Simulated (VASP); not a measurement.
# BN (F-43m) in VASP: notebook

Aim: see how the results for BN move with the level of theory and the settings. Levels: PBE, r2SCAN, HSE06, PBE0. Tasks: relaxation of cell and atoms, single point.

Everything below comes from runs of VASP 6.6.1. Logs are shortened: lines on timing, memory, paths and dates and some standing lists are left out, and cuts for length are marked.

## (1) The cell of the first run

It takes space group F-43m (No. 216, cubic). Conventional cell: a = 3.372 Å, b = 3.372 Å, c = 3.372 Å, α = 90.00°, β = 90.00°, γ = 90.00°. Within 1.9 Å of B (site symmetry -43m) lie 4 N at 1.46 Å. Within 1.9 Å of N (site symmetry -43m) lie 4 B at 1.46 Å.

## (2) Relaxation of cell and atoms, PBE

INCAR

```
SYSTEM = BN
PREC     = Accurate       ! precision mode
ENCUT    = 600            ! plane-wave cutoff, eV
EDIFF    = 1E-6           ! SCF threshold, eV
ISMEAR   = -1             ! smearing method
SIGMA    = 0.02           ! smearing width, eV
LREAL    = .FALSE.        ! projectors in reciprocal space
LASPH    = .TRUE.         ! aspherical terms in the spheres
NELM     = 60             ! most SCF steps
ALGO     = Normal         ! electronic algorithm
ISIF     = 3              ! what is computed and relaxed
LWAVE    = .FALSE.        ! write WAVECAR
LCHARG   = .FALSE.        ! write CHGCAR
GGA      = PE             ! functional
IBRION   = 2              ! ionic algorithm
NSW      = 80             ! ionic steps
EDIFFG   = -0.005         ! ionic threshold
```

KPOINTS

```
regular mesh
0
G
  12 12 12
  0 0 0
```

POSCAR

```
BN
1.0
    0.0000000000      1.6858627860      1.6858627860
    1.6858627860      0.0000000000      1.6858627860
    1.6858627860      1.6858627860      0.0000000000
B N
1 1
Direct
    0.0000000000      0.0000000000      0.0000000000
    0.2500000000      0.2500000000      0.2500000000
```

Potentials or basis: VASP PAW PBE potentials, release 64 (B, N).

Run with:

```console
$ cat potpaw_PBE.64/B/POTCAR potpaw_PBE.64/N/POTCAR > POTCAR
$ mpirun -np 1 vasp_std > vasp.out
```

OUTCAR:

```text
SYSTEM = BN
   PREC = Accurate
   ENCUT = 600
   EDIFF = 1E-6
   ISMEAR = -1
   LREAL = .FALSE.
   LASPH = .TRUE.
   NELM = 60
   ISIF = 3
   GGA = PE
   IBRION = 2
   NSW = 80
   EDIFFG = -0.005

 ion  position               nearest neighbor table
   1  0.000  0.000  0.000-   2 1.46   2 1.46   2 1.46   2 1.46
   2  0.250  0.250  0.250-   1 1.46   1 1.46   1 1.46   1 1.46

  LATTYP: Found a face centered cubic cell.
 ALAT       =     3.3717255720

  Lattice vectors:

 A1 = (   0.0000000000,   1.6858627860,   1.6858627860)
 A2 = (   1.6858627860,   0.0000000000,   1.6858627860)
 A3 = (   1.6858627860,   1.6858627860,   0.0000000000)

Analysis of symmetry for initial positions (statically):
=====================================================================
 Subroutine PRICEL returns:
 Original cell was already a primitive cell.

 Routine SETGRP: Setting up the symmetry group for a
 face centered cubic supercell.

 Subroutine GETGRP returns: Found 24 space group operations
 (whereof 24 operations were pure point group operations)
 out of a pool of 48 trial point group operations.

The static configuration has the point symmetry T_d .

Analysis of symmetry for dynamics (positions and initial velocities):
=====================================================================
 Subroutine PRICEL returns:
 Original cell was already a primitive cell.

 Routine SETGRP: Setting up the symmetry group for a
 face centered cubic supercell.

 Subroutine GETGRP returns: Found 24 space group operations
 (whereof 24 operations were pure point group operations)
 out of a pool of 48 trial point group operations.

The dynamic configuration has the point symmetry T_d .

 Subroutine INISYM returns: Found 24 space group operations
 (whereof 24 operations are pure point group operations),
 and found     1 'primitive' translations

----------------------------------------------------------------------------------------

                                     Primitive cell

  volume of cell :       9.5829

  direct lattice vectors                    reciprocal lattice vectors
     0.000000000  1.685862786  1.685862786    -0.296584042  0.296584042  0.296584042
     1.685862786  0.000000000  1.685862786     0.296584042 -0.296584042  0.296584042
     1.685862786  1.685862786  0.000000000     0.296584042  0.296584042 -0.296584042

  length of vectors
     2.384170016  2.384170016  2.384170016     0.513698630  0.513698630  0.513698630

  position of ions in fractional coordinates (direct lattice)
     0.000000000  0.000000000  0.000000000
     0.250000000  0.250000000  0.250000000

  ion indices of the primitive-cell ions
   primitive index   ion index
                 1           1
                 2           2

----------------------------------------------------------------------------------------

 KPOINTS: regular mesh

Automatic generation of k-mesh.
 Grid dimensions read from file:
 generate k-points for:   12   12   12

 Generating k-lattice:

  Cartesian coordinates                     Fractional coordinates (reciprocal lattice)
    -0.024715337  0.024715337  0.024715337     0.083333333  0.000000000  0.000000000
     0.024715337 -0.024715337  0.024715337     0.000000000  0.083333333  0.000000000
     0.024715337  0.024715337 -0.024715337     0.000000000  0.000000000  0.083333333

  Length of vectors
     0.042808219  0.042808219  0.042808219

  Shift w.r.t. Gamma in fractional coordinates (k-lattice)
     0.000000000  0.000000000  0.000000000

 Subroutine IBZKPT returns following result:
 ===========================================

 Found     72 irreducible k-points:

 Following reciprocal coordinates:
            Coordinates               Weight
  0.000000  0.000000  0.000000      1.000000
  0.083333  0.000000  0.000000      8.000000
  0.166667  0.000000  0.000000      8.000000
  0.250000  0.000000  0.000000      8.000000
  0.333333  0.000000  0.000000      8.000000
  0.416667  0.000000  0.000000      8.000000
[... 16 lines left out ...]
  0.500000  0.166667  0.000000     24.000000
[... 47 lines left out ...]
[... 243 lines left out ...]
 k-point    24 :      -0.4167    0.1667    0.0000
  band No.  band energies     occupation
      1      -6.8959      2.00000
      2      -1.7498      2.00000
      3       5.3223      2.00000
      4       7.0411      2.00000
      5      20.4850      0.00000
      6      24.0511      0.00000
      7      25.2197      0.00000
      8      28.7797      0.00000

 [... further k-points ...]

------------------------ aborting loop because EDIFF is reached ----------------------------------------

  FORCE on cell =-STRESS in cart. coord.  units (eV):
  Direction    XX          YY          ZZ          XY          YZ          ZX
  --------------------------------------------------------------------------------------
  -------------------------------------------------------------------------------------
  Total        7.1929083      7.1929083      7.1929083      0.0000000      0.0000000      0.0000000
  in kB     1202.5923472   1202.5923472   1202.5923472      0.0000000      0.0000000      0.0000000
  external PRESSURE =    1202.5923472 kB  Pullay stress =       0.0000000 kB
[... 89 lines left out ...]
  FREE ENERGIE OF THE ION-ELECTRON SYSTEM (eV)
  ---------------------------------------------------
  free  energy   TOTEN  =       -17.4467037823 eV

  energy  without entropy=      -17.4467037823  energy(sigma->0) =      -17.44670378

[... ionic steps 4 to 17 ...]

--------------------------------------- Ionic step       18  -------------------------------------------

 number of electron       7.9999999 magnetization

------------------------ aborting loop because EDIFF is reached ----------------------------------------

  FORCE on cell =-STRESS in cart. coord.  units (eV):
  Direction    XX          YY          ZZ          XY          YZ          ZX
  --------------------------------------------------------------------------------------
  -------------------------------------------------------------------------------------
  Total        0.0181131      0.0181131      0.0181131      0.0000000      0.0000000     -0.0000000
  in kB        2.4374603      2.4374603      2.4374603      0.0000000      0.0000000     -0.0000000
  external PRESSURE =       2.4374603 kB  Pullay stress =       0.0000000 kB
[... 57 lines left out ...]
  energy  without entropy=      -17.4482982080  energy(sigma->0) =      -17.44829821

--------------------------------------- Ionic step       20  -------------------------------------------

 number of electron       7.9999999 magnetization

 Free energy of the ion-electron system (eV)
  ---------------------------------------------------
  ext. energy  EPLUGINS =         0.00000000
  ---------------------------------------------------
  free energy    TOTEN  =       -17.44830829 eV

  energy without entropy =      -17.44830829  energy(sigma->0) =      -17.44830829

 E-fermi :   7.6565     XC(G=0): -12.7790

 val. band max:        7.2964546972   @ k =   0.0000   0.0000   0.0000
 cond. band min:      11.7464584622   @ k =   0.5000   0.5000   0.0000
 fundamental gap:      4.4500037650
 Fermi energy:         7.6564909209

 k-point     1 :       0.0000    0.0000    0.0000
  band No.  band energies     occupation
      1     -12.8357      2.00000
      2       7.2965      2.00000
      3       7.2965      2.00000
      4       7.2965      2.00000
      5      16.0750      0.00000
      6      16.0750      0.00000
      7      16.0750      0.00000
      8      17.5047      0.00000
[... 243 lines left out ...]
 k-point    24 :      -0.4167    0.1667    0.0000
  band No.  band energies     occupation
      1      -8.2993      2.00000
      2      -2.6261      2.00000
      3       3.2026      2.00000
      4       4.7519      2.00000
      5      16.5655      0.00000
      6      19.3948      0.00000
      7      19.4741      0.00000
      8      22.8743      0.00000

 [... further k-points ...]

------------------------ aborting loop because EDIFF is reached ----------------------------------------

  FORCE on cell =-STRESS in cart. coord.  units (eV):
  Direction    XX          YY          ZZ          XY          YZ          ZX
  --------------------------------------------------------------------------------------
  -------------------------------------------------------------------------------------
  Total       -0.0025302     -0.0025302     -0.0025302      0.0000000      0.0000000      0.0000000
  in kB       -0.3402717     -0.3402717     -0.3402717      0.0000000      0.0000000      0.0000000
  external PRESSURE =      -0.3402717 kB  Pullay stress =       0.0000000 kB
[... 17 lines left out ...]
  FREE ENERGIE OF THE ION-ELECTRON SYSTEM (eV)
  ---------------------------------------------------
  free  energy   TOTEN  =       -17.4483082859 eV

  energy  without entropy=      -17.4483082859  energy(sigma->0) =      -17.44830829

 reached required accuracy - stopping structural energy minimisation
```

Wall time 60 s (1 thread of Intel Xeon 8259CL, shared host); peak memory 0.12 GiB.

What came out:

```
Free energy                            : -17.4483 eV
Relaxed volume                         : 5.96 Å³/atom
Relaxed cell                           : a = 2.564 Å, b = 2.564 Å, c = 2.564 Å, α = 60.00°, β = 60.00°, γ = 60.00°
Space group after relaxing (to 0.05 Å) : F-43m (No. 216)
Energy gained by relaxing              : 369.7 meV/atom
Ionic steps                            : 20
Pressure after relaxing                : 0.0 GPa
Band gap on the k mesh                 : 4.45 eV, indirect (least direct gap 8.78 eV)
```

The path:
```csv
step,energy change (eV),largest force (eV/Å),pressure (GPa),volume (Å³)
1,0.0000,0.0000,120.26,9.58
2,0.0937,0.0000,-61.31,15.49
3,-0.7377,0.0000,-3.94,12.04
4,-0.7393,0.0000,-0.76,11.94
5,-0.7393,0.0000,0.82,11.89
6,-0.7393,0.0000,0.81,11.89
7,-0.7393,0.0000,0.78,11.89
8,-0.7393,0.0000,0.77,11.89
9,-0.7393,0.0000,0.77,11.89
10,-0.7393,0.0000,0.77,11.89
11,-0.7393,0.0000,0.76,11.89
12,-0.7393,0.0000,0.76,11.89
13,-0.7393,0.0000,0.75,11.89
14,-0.7393,0.0000,0.74,11.89
15,-0.7393,0.0000,0.71,11.89
16,-0.7393,0.0000,0.65,11.89
17,-0.7393,0.0000,0.51,11.90
18,-0.7393,0.0000,0.24,11.91
19,-0.7393,0.0000,-0.30,11.92
20,-0.7393,0.0000,-0.03,11.91
```

Final structure:
```cif
data_structure
_symmetry_space_group_name_H-M 'P 1'
_symmetry_Int_Tables_number 1
_cell_length_a 2.5636
_cell_length_b 2.5636
_cell_length_c 2.5636
_cell_angle_alpha 60.000
_cell_angle_beta 60.000
_cell_angle_gamma 60.000
_cell_volume 11.91
loop_
_atom_site_label
_atom_site_type_symbol
_atom_site_fract_x
_atom_site_fract_y
_atom_site_fract_z
_atom_site_occupancy
B1 B 0.00000 0.00000 0.00000 1
N1 N 0.25000 0.25000 0.25000 1
```

Caveat: the volume moved by over 15 % at a fixed basis, so the end points are rough. PBE gaps usually lie below the measured ones, often by a third to a half.

## (3) Relaxation of cell and atoms, r2SCAN

This run uses another cell than the first one, of 5.95 Å³/atom, 1.242 times its volume.

POSCAR

```
BN
1.0
    0.0000000000      1.8122639362      1.8122639362
    1.8122639362      0.0000000000      1.8122639362
    1.8122639362      1.8122639362      0.0000000000
B N
1 1
Direct
    0.0000000000      0.0000000000      0.0000000000
    0.2500000000      0.2500000000      0.2500000000
```

INCAR.step1

```
SYSTEM = BN
PREC     = Accurate       ! precision mode
ENCUT    = 600            ! plane-wave cutoff, eV
ISMEAR   = -1             ! smearing method
SIGMA    = 0.02           ! smearing width, eV
LREAL    = .False.        ! projectors in reciprocal space
LASPH    = .True.         ! aspherical terms in the spheres
NELM     = 60             ! most SCF steps
GGA      = PE             ! functional
ALGO     = Normal         ! electronic algorithm
EDIFF    = 1E-4           ! SCF threshold, eV
LWAVE    = .True.         ! write WAVECAR
LCHARG   = .False.        ! write CHGCAR
```

INCAR.step2

```
SYSTEM = BN
PREC     = Accurate       ! precision mode
ENCUT    = 600            ! plane-wave cutoff, eV
EDIFF    = 1E-6           ! SCF threshold, eV
ISMEAR   = -1             ! smearing method
SIGMA    = 0.02           ! smearing width, eV
LREAL    = .False.        ! projectors in reciprocal space
LASPH    = .True.         ! aspherical terms in the spheres
NELM     = 60             ! most SCF steps
ALGO     = Normal         ! electronic algorithm
ISIF     = 3              ! what is computed and relaxed
LWAVE    = .False.        ! write WAVECAR
LCHARG   = .False.        ! write CHGCAR
METAGGA  = R2SCAN         ! meta-GGA
LMIXTAU  = .True.       
IBRION   = 2              ! ionic algorithm
NSW      = 80             ! ionic steps
EDIFFG   = -0.005         ! ionic threshold
ISTART   = 1
```

KPOINTS

```
Automatic mesh
0
Gamma
  10 10 10
  0 0 0
```

Potentials or basis: VASP PAW PBE potentials, release 64 (B, N).

Run with:

```console
$ cat potpaw_PBE.64/B/POTCAR potpaw_PBE.64/N/POTCAR > POTCAR
$ cp INCAR.step1 INCAR
$ mpirun -np 1 vasp_std > vasp.out
$ cp INCAR.step2 INCAR
$ mpirun -np 1 vasp_std > vasp.out
```

Wall time 30 s (1 thread of AMD EPYC 9R45 (Zen 5), shared host); peak memory 0.09 GiB.

It converged, with:

```yaml
Free_energy: -19.1749 eV
Relaxed_volume: 5.90 Å³/atom
Relaxed_cell: a = 2.555 Å, b = 2.555 Å, c = 2.555 Å, α = 60.00°, β = 60.00°, γ = 60.00°
Space_group_after_relaxing_to_0.05_Å: F-43m (No. 216)
Energy_gained_by_relaxing: 0.6 meV/atom
Ionic_steps: 3
Pressure_after_relaxing: 0.0 GPa
Band_gap_on_the_k_mesh: 4.98 eV, indirect (least direct gap 9.53 eV)
```

The path:
| step | energy change (eV) | largest force (eV/Å) | pressure (GPa) | volume (Å³) |
| --- | --- | --- | --- | --- |
| 1 | 0.0000 | 0.0000 | -3.56 | 11.90 |
| 2 | 0.0002 | 0.0000 | 3.95 | 11.68 |
| 3 | -0.0012 | 0.0000 | 0.01 | 11.79 |

Final structure:
```xyz
2
Lattice="0.0000 1.8067 1.8067 1.8067 0.0000 1.8067 1.8067 1.8067 0.0000" Properties=species:S:1:pos:R:3 pbc="T T T"
B     0.0000    0.0000    0.0000
N     0.9033    0.9033    0.9033
```

Levels at points of the mesh, in eV from the valence-band top:
```csv
k point,band 1,band 2,band 3,band 4,band 5,band 6,band 7,band 8
"(0.00, 0.00, 0.00)",-21.31,0.00,0.00,0.00,9.53,9.53,9.53,11.09
"(0.50, 0.00, 0.00)",-17.01,-11.10,-2.02,-2.02,10.81,11.48,11.48,16.42
"(0.50, 0.50, 0.00)",-15.58,-9.33,-5.10,-5.10,4.98,9.82,19.28,19.28
```

Caveat: the PAW data sets were made with another functional, which shifts forces and pressure a little. r2SCAN opens gaps a little over a GGA but as a rule still falls short of measured ones.

## (4) Single point, HSE06

This run uses another cell than the first one, of 5.88 Å³/atom, 1.227 times its volume.

POSCAR

```
BN
1.0
    0.0000000000      1.8048254535      1.8048254535
    1.8048254535      0.0000000000      1.8048254535
    1.8048254535      1.8048254535      0.0000000000
B N
1 1
Direct
    0.0000000000      0.0000000000      0.0000000000
    0.2500000000      0.2500000000      0.2500000000
```

INCAR.step1

```
SYSTEM = BN
PREC = Accurate ; ENCUT = 520
EDIFF = 1E-5 ; ISMEAR = 0
SIGMA = 0.01 ; LREAL = .False.
LASPH = .True. ; NELM = 100
ALGO = Normal ; ISIF = 2
LWAVE = .True. ; LCHARG = .False.
GGA = PE ; NBANDS = 11
```

INCAR.step2

```
SYSTEM = BN
PREC = Accurate ; ENCUT = 520
EDIFF = 1E-6 ; ISMEAR = 0
SIGMA = 0.01 ; LREAL = .False.
LASPH = .True. ; NELM = 100
ALGO = Normal ; ISIF = 2
LWAVE = .False. ; LCHARG = .False.
GGA = PE ; LHFCALC = .True.
HFSCREEN = 0.2079 ; PRECFOCK = Normal
ISTART = 1 ; NBANDS = 11
```

KPOINTS

```
Automatic mesh
0
Gamma
  8 8 8
  0 0 0
```

Run with:

```console
$ cat potpaw_PBE.64/B/POTCAR potpaw_PBE.64/N/POTCAR > POTCAR
$ cp INCAR.step1 INCAR
$ mpirun -np 1 vasp_std > vasp.out
$ cp INCAR.step2 INCAR
$ mpirun -np 1 vasp_std > vasp.out
```

It took 6.7 min on 1 thread of AMD EPYC 9R45 (Zen 5), shared host; peak memory 0.2 GiB.

Results (log left out):

- Free energy: -20.3273 eV
- Pressure: -3.9 GPa
- Band gap on the k mesh: 5.78 eV, indirect (least direct gap 10.57 eV)

Levels at points of the mesh, in eV from the valence-band top:
```
           k point  band 1  band 2  band 3  band 4  band 5  band 6  band 7  band 8
(0.00, 0.00, 0.00)  -22.16    0.00    0.00    0.00   10.57   10.57   10.57   12.20
(0.50, 0.00, 0.00)  -17.61  -11.67   -2.11   -2.11   11.90   12.54   12.54   17.42
(0.50, 0.50, 0.00)  -16.12   -9.80   -5.34   -5.34    5.78   10.76   20.53   20.53
```

Caveat: the PAW data sets were made with another functional, which shifts forces and pressure a little.

## (5) Single point, PBE0

This run uses another cell than the first one, of 5.88 Å³/atom, 1.227 times its volume.

POSCAR is that of step 4.

INCAR.step1

```
  PREC = Accurate
  ENCUT = 520
  EDIFF = 1E-5
  ISMEAR = 0
  SIGMA = 0.01
  LREAL = F
  LASPH = T
  NELM = 100
  ALGO = Normal
  ISIF = 2
  LWAVE = T
  LCHARG = F
  GGA = PE
  NBANDS = 11
```

INCAR.step2

```
  PREC = Accurate
  ENCUT = 520
  EDIFF = 1E-7
  ISMEAR = 0
  SIGMA = 0.01
  LREAL = F
  LASPH = T
  NELM = 100
  ALGO = Normal
  ISIF = 2
  LWAVE = F
  LCHARG = F
  GGA = PE
  LHFCALC = T
  AEXX = 0.25
  PRECFOCK = Normal
  ISTART = 1
  NBANDS = 11
```

KPOINTS

```
regular mesh
0
Gamma
  8 8 8
```

Run with:

```console
$ cat potpaw_PBE.64/B/POTCAR potpaw_PBE.64/N/POTCAR > POTCAR
$ cp INCAR.step1 INCAR
$ mpirun -np 1 vasp_std > vasp.out
$ cp INCAR.step2 INCAR
$ mpirun -np 1 vasp_std > vasp.out
```

It took 7.6 min on 1 thread of AMD EPYC 9R45 (Zen 5), shared host; peak memory 0.1 GiB.

It converged, with:

```
Free energy            : -21.2821 eV
Pressure               : -3.9 GPa
Band gap on the k mesh : 6.55 eV, indirect (least direct gap 11.35 eV)
```

Levels at points of the mesh, in eV from the valence-band top:
```csv
k point,band 1,band 2,band 3,band 4,band 5,band 6,band 7,band 8,band 9
"(0.00, 0.00, 0.00)",-22.19,0.00,0.00,0.00,11.35,11.35,11.35,12.99,27.61
"(0.50, 0.00, 0.00)",-17.64,-11.71,-2.12,-2.12,12.69,13.32,13.32,18.22,26.42
"(0.50, 0.50, 0.00)",-16.15,-9.83,-5.35,-5.35,6.55,11.54,21.32,21.32,24.12
```

Caveat: the PAW data sets were made with another functional, which shifts forces and pressure a little. A k mesh can miss the band edges.

## (6) Summary

```tsv
task	level	cell	k mesh	cutoff (eV)	smearing	grid for exact exchange (PRECFOCK)	screening parameter	gap on the mesh (eV)	pressure (GPa)	relaxed volume (Å³/atom)
relaxation of cell and atoms	PBE	relaxed from a = 2.384 Å, angles 60.0°, 2 atoms	12 × 12 × 12	600	fermi-dirac 0.02 eV	-	-	4.45	0.0	5.96
relaxation of cell and atoms	r2SCAN	relaxed from a = 2.563 Å, angles 60.0°, 2 atoms	10 × 10 × 10	600	fermi-dirac 0.02 eV	-	-	4.98	0.0	5.90
single point	HSE06	a = 2.552 Å, angles 60.0°, 2 atoms	8 × 8 × 8	520	gaussian 0.01 eV	Normal	0.2079 1/Å	5.78	-3.9	-
single point	PBE0	a = 2.552 Å, angles 60.0°, 2 atoms	8 × 8 × 8	520	gaussian 0.01 eV	Normal	-	6.55	-3.9	-
```

Alike in all rows: potentials or basis VASP PAW PBE potentials, release 64 (B, N); no spin polarisation.

Caveats: the PAW data sets were made with another functional, which shifts forces and pressure a little (some runs); the volume moved by over 15 % at a fixed basis, so the end points are rough (some runs).

Absolute energies hang on the potentials; compare differences alone.
